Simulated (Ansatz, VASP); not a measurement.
Two plane-wave programs on Si

INCAR

```
  PREC = Accurate
  ENCUT = 520
  EDIFF = 1E-8
  ISMEAR = -1
  SIGMA = 0.08
  LREAL = F
  LASPH = T
  NELM = 80
  ALGO = Normal
  ISIF = 2
  LWAVE = F
  LCHARG = F
  GGA = PE
  LEFG = T
  NBANDS = 11
```

The input KPOINTS:

```
Automatic mesh
0
Gamma
  12 12 12
```

File POSCAR:

```
Si
1.0
    0.0000000000      2.6694361917      2.6694361917
    2.6694361917      0.0000000000      2.6694361917
    2.6694361917      2.6694361917      0.0000000000
Si
2
Direct
    0.5000000000      0.5000000000      0.5000000000
    0.7500000000      0.7500000000      0.7500000000
```

Input for Ansatz:

```yaml
crystal:
  lattice:
    - [0.0, 2.6694361917, 2.6694361917]
    - [2.6694361917, 0.0, 2.6694361917]
    - [2.6694361917, 2.6694361917, 0.0]
  atoms:
    - { symbol: Si, position: [0.5, 0.5, 0.5] }
    - { symbol: Si, position: [0.75, 0.75, 0.75] }
kpoints:
  mp_grid: { grid: [12, 12, 12] }
scf:
  occupations: { method: fermi_dirac, width: 0.08 }
hamiltonian:
  xc: pbe
  pseudopotentials: { kind: paw }
output:
  forces: true
  stress: true
  eigenvalues: true
  efg: { contact_densities: true }
```

Change from the starting cell: volume scaled by 0.95, PAW files.

Alike in both runs: task electric field gradients; functional PBE; k mesh 12 × 12 × 12; occupations fermi-dirac, width 0.08 eV; no spin polarisation.

|  | VASP | Ansatz |
| --- | --- | --- |
| version | VASP 6.6.1 | Ansatz 0.2.0 |
| potentials or method | VASP PAW PBE potentials, release 64 (Si) | PAW with Ansatz's default frozen-core files, scalar-relativistic |
| plane-wave cutoff (eV) | 520 | 420 |
| valence electrons in the cell | 8 | 8 |

VASP gave:

```
pressure (GPa) : 7.5
```

**Question.** What did Ansatz give for the same quantities?

**Answer.** Pressure (GPa): 7.6.

With one functional, cell and mesh, what is left measures potentials, basis and numerics.
